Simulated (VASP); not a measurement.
The system is I.

```
CELL_PARAMETERS angstrom
2.53835 -3.70662 0.00000
2.53835 3.70662 0.00000
-1.62087 0.00000 2.38110
ATOMIC_POSITIONS crystal
I 0.50000 0.50000 0.50000
```

| Property | Result |
| --- | --- |
| Program | VASP 6.6.1 |
| Task | relaxation of cell and atoms |
| Functional | PBEsol |
| Potentials or basis | VASP PAW PBE potentials, release 64 (I) |
| Cutoff | 600 eV |
| k mesh | 7 × 7 × 11 |
| Occupations | fermi-dirac, width 0.05 eV |
| Spin | no spin polarisation |

At the start: pressure -0.4 GPa; volume 44.81 Å³/atom.

Task: Where does the relaxation end?

Result: Over 27 steps the energy falls by 67.9 meV/atom and the volume is 37.78 Å³/atom (-15.7 %); space group Immm (No. 71, to 0.1 Å) before, C2/m (No. 12, to 0.1 Å).

Step by step:
```tsv
step	energy change (eV)	largest force (eV/Å)	pressure (GPa)	volume (Å³)
1	0.0000	0.0000	-0.40	44.81
2	-0.0015	0.0000	-0.10	44.08
3	-0.0019	0.0000	0.12	43.61
4	-0.0026	0.0000	0.11	43.40
5	-0.0047	0.0000	0.12	42.78
6	-0.0087	0.0000	0.17	41.55
7	-0.0172	0.0000	0.47	39.12
8	-0.0221	0.0000	2.48	34.39
9	-0.0240	0.0000	0.95	37.23
10	-0.0261	0.0000	1.58	35.80
11	-0.0278	0.0000	1.57	35.61
12	-0.0309	0.0000	1.61	35.03
13	-0.0332	0.0000	2.21	33.84
14	0.0146	0.0000	5.52	31.39
15	-0.0335	0.0000	2.35	33.66
16	-0.0401	0.0000	1.91	33.91
17	-0.0527	0.0000	0.77	34.65
18	-0.0531	0.0000	0.40	34.93
19	-0.0533	0.0000	0.51	34.84
20	-0.0554	0.0000	0.46	35.02
21	-0.0606	0.0000	0.34	35.56
22	-0.0664	0.0000	0.19	36.64
23	-0.0664	0.0000	0.13	38.78
24	-0.0678	0.0000	0.14	37.85
25	-0.0678	0.0000	0.13	37.64
26	-0.0679	0.0000	-0.09	37.87
27	-0.0679	0.0000	0.00	37.78
```

Final structure:
```
I
1.0
     2.23769   -3.73491   -0.37147
     2.23769    3.73491   -0.37147
    -1.77226    0.00000    2.55428
I
1
Direct
  0.50000 0.50000 0.50000
```

Caveat: the volume moved by over 15 % at a fixed basis, so the end points are rough; the PAW data sets were made with another functional, which shifts forces and pressure a little; an odd number of electrons without spin polarisation forces a metal; a magnetic or distorted state may lie lower.
